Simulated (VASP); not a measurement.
Here is a VASP 6.6.1 calculation.

File INCAR:

```
SYSTEM = LiF
ALGO = Normal ; EDIFF = 1E-7
ENCUT = 520 ; GGA = CA
ISIF = 2 ; ISMEAR = 0
LASPH = .True. ; LCHARG = .False.
LREAL = .False. ; LWAVE = .False.
NBANDS = 12 ; NELM = 100
PREC = Accurate ; SIGMA = 0.01
```

Contents of KPOINTS:

```
k-points
0
Gamma
  10 10 10
  0 0 0
```

POSCAR

```
LiF
1.0
    1.9935541814      1.9935541814      0.0000000000
   -1.9935541814      1.9935541814      0.0000000000
    0.0000000000      1.9935541814      1.9310113051
Li F
1 1
Direct
    0.0000000000      0.0000000000      0.0000000000
    0.5000000000      0.5000000000      0.0000000000
```

Potentials or basis: VASP PAW LDA potentials, release 64 (Li_sv, F).

Launch:

```sh
$ cat potpaw_LDA.64/Li_sv/POTCAR potpaw_LDA.64/F/POTCAR > POTCAR
$ mpirun -np 1 vasp_std > vasp.out
```

**Question.** What does it give for the band gap on the k mesh?

**Answer.** 9.38 eV, direct.

Caveat: the cell differs from its parent crystal (in-plane strain +0.02). A k mesh can miss the band edges.
